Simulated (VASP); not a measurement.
A run of VASP 6.6.1:

File INCAR:

```
PREC     = Accurate       # precision mode
ENCUT    = 520            # plane-wave cutoff, eV
EDIFF    = 1E-6           # SCF threshold, eV
ISMEAR   = 0              # smearing method
SIGMA    = 0.1            # smearing width, eV
LREAL    = F              # projectors in reciprocal space
LASPH    = T              # aspherical terms in the spheres
NELM     = 100            # most SCF steps
ALGO     = Normal         # electronic algorithm
ISIF     = 2              # what is computed and relaxed
LWAVE    = F              # write WAVECAR
LCHARG   = T              # write CHGCAR
GGA      = PE             # functional
LELF     = T              # ELF
LVHAR    = T            
NBANDS   = 24             # bands
```

File KPOINTS:

```
regular mesh
0
Gamma
  6 6 6
```

Contents of POSCAR:

```
W2Cl
1.0
    1.5860524621      0.9157078160      6.1783303850
   -1.5860524621      0.9157078160      6.1783303850
    0.0000000000     -1.8314156319      6.1783303850
W Cl
2 1
Direct
    0.7874271377      0.7874271377      0.7874271377
    0.2125728623      0.2125728623      0.2125728623
    0.0000000000      0.0000000000      0.0000000000
```

Potentials or basis: VASP PAW PBE potentials, release 64 (W_sv, Cl).

Command:

```console
$ cat potpaw_PBE.64/W_sv/POTCAR potpaw_PBE.64/Cl/POTCAR > POTCAR
$ mpirun -np 1 vasp_std > vasp.out
```

Hardware: 1 thread of Intel(R) Xeon(R) 6975P-C (Granite Rapids), with other jobs on the host.

Question: Estimate the wall time of this run.

Answer: It took 58 s on 1 thread of Intel(R) Xeon(R) 6975P-C (Granite Rapids), with other jobs on the host, peak memory 0.32 GiB. Counts: scf iterations 13, k points 32.
